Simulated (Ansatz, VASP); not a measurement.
One calculation of In2O, two programs

Contents of INCAR:

```
ALGO = Normal
EDIFF = 1E-6
ENCUT = 600
GGA = PE
GGA_COMPAT = F
ISIF = 2
ISMEAR = 0
LASPH = T
LCHARG = F
LREAL = F
LWAVE = F
NBANDS = 41
NELM = 120
PREC = Accurate
SIGMA = 0.1
```

Contents of KPOINTS:

```
k-points
0
Gamma
  4 4 4
```

File POSCAR:

```
In2O
1.0
    0.0000000000      3.9383418100      3.9383418100
    3.9383418100      0.0000000000      3.9383418100
    3.9383418100      3.9383418100      0.0000000000
In O
4 2
Direct
    0.6250000000      0.6250000000      0.6250000000
    0.1250000000      0.6250000000      0.6250000000
    0.6250000000      0.6250000000      0.1250000000
    0.6250000000      0.1250000000      0.6250000000
    0.0000000000      0.0000000000      0.0000000000
    0.2500000000      0.2500000000      0.2500000000
```

Input for Ansatz:

```yaml
crystal:
  lattice:
    - [0.0, 3.93834181, 3.93834181]
    - [3.93834181, 0.0, 3.93834181]
    - [3.93834181, 3.93834181, 0.0]
  atoms:
    - { symbol: In, position: [0.625, 0.625, 0.625] }
    - { symbol: In, position: [0.125, 0.625, 0.625] }
    - { symbol: In, position: [0.625, 0.625, 0.125] }
    - { symbol: In, position: [0.625, 0.125, 0.625] }
    - { symbol: O, position: [0.0, 0.0, 0.0] }
    - { symbol: O, position: [0.25, 0.25, 0.25] }
basis:
  ecutwfc: 420
kpoints:
  mp_grid: { grid: [4, 4, 4] }
hamiltonian:
  xc: pbe
scf:
  occupations: { method: gaussian, width: 0.1 }
  lower_state_search: "off"
output:
  forces: true
  stress: true
  eigenvalues: true
```

Change from the starting cell: species swapped into the MgCu2 type (Fd-3m, No. 227).

Alike in both runs: task single point; functional PBE; k mesh 4 × 4 × 4; occupations gaussian, width 0.1 eV; no spin polarisation.

|  | VASP | Ansatz |
| --- | --- | --- |
| version | VASP 6.6.1 | Ansatz 0.2.0 |
| potentials or method | VASP PAW PBE potentials, release 64 (In_d, O), cutoff 600 eV | scalar-relativistic, plane waves, PAW |
| valence electrons in the cell | 64 | 64 |

```tsv
	VASP	Ansatz	Ansatz less VASP
gap on the k mesh at the Fermi level (eV)	none	none	-
pressure (GPa)	8.1	8.1	+0.08
```

A gap of «none» marks a metal or a gap that the smearing closes.
